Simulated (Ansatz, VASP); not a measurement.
# One calculation of BAs, two programs

```
CELL_PARAMETERS angstrom
0.00000 2.48754 2.34743
2.48754 0.00000 2.34743
2.48754 2.48754 0.00000
ATOMIC_POSITIONS crystal
B 0.00000 0.00000 0.00000
As 0.25000 0.25000 0.25000
```

Change from the starting cell: epitaxial_xy strain +4.0%.

Alike in both runs: task single point; functional PBE; k mesh 10 × 10 × 10; occupations fermi-dirac, width 0.02 eV; no spin polarisation.

```csv
,VASP,Ansatz
version,VASP 6.6.1,Ansatz 0.2.0
potentials or method,"VASP PAW PBE potentials, release 64 (B, As)","plane waves, PAW"
plane-wave cutoff (eV),520,420
valence electrons in the cell,8,18
```

|  | VASP | Ansatz | Ansatz less VASP |
| --- | --- | --- | --- |
| pressure (GPa) | -4.8 | -5.3 | -0.48 |
| traceless stress, the component that is largest in VASP (GPa) | 6.88 | 6.90 | +0.027 |

VASP's potentials hold 8 valence electrons a cell and Ansatz's 18, so a difference there can come from the potentials and not from the codes.
